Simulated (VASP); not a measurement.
Write the native input for VASP 6.6.1 that does the following.

```
Task                   : single point
Functional             : PBE
Potentials or basis    : VASP PAW PBE potentials, release 64 (Bi_d, Se)
Cutoff                 : 520 eV
k mesh                 : 6 × 6 × 6
Occupations            : gaussian, width 0.05 eV
Spin                   : no spin polarisation
Dipole correction      : no
Further INCAR settings : ALGO = Normal; EDIFF = 1e-06; NBANDS = 32
```

The structure of Bi2Se3 lies in POSCAR:

```
Bi2Se3
1.0
    2.0936564891      1.2087731376     10.9557311256
   -2.0936564891      1.2087731376     10.9557311256
    0.0000000000     -2.4175462751     10.9557311256
Bi Se
2 3
Direct
    0.3955941725      0.3955941725      0.3955941725
    0.6044058275      0.6044058275      0.6044058275
    0.0000000000      0.0000000000      0.0000000000
    0.2210304535      0.2210304535      0.2210304535
    0.7789695465      0.7789695465      0.7789695465
```

This cell differs from its parent crystal: strain +0.000 along x and y, +0.050 along z.

The input as run:

INCAR

```
SYSTEM = Bi2Se3
  ALGO = Normal
  EDIFF = 1E-6
  ENCUT = 520
  GGA = PE
  ISIF = 2
  ISMEAR = 0
  LASPH = .True.
  LCHARG = .True.
  LELF = .True.
  LREAL = .False.
  LVHAR = .True.
  LWAVE = .False.
  NBANDS = 32
  NELM = 60
  PREC = Accurate
  SIGMA = 0.05
```

KPOINTS

```
k-points
0
Gamma
  6 6 6
  0 0 0
```

Potentials or basis: VASP PAW PBE potentials, release 64 (Bi_d, Se).

Command:

```sh
$ cat potpaw_PBE.64/Bi_d/POTCAR potpaw_PBE.64/Se/POTCAR > POTCAR
$ mpirun -np 1 vasp_std > vasp.out
```

Results of the run:

```
Pressure               : -2.2 GPa
Largest force          : 0.512 eV/Å
Band gap on the k mesh : 0.88 eV (least direct gap 0.89 eV)
```

Caveat: the cell differs from its parent crystal (strain +0.000 along x and y, +0.050 along z); spin-orbit coupling is left out, which moves the levels of the heavy elements.

It took 9.9 min on 1 thread of Intel(R) Xeon(R) 6975P-C (Granite Rapids), on a shared host, peak memory 1.1 GiB.
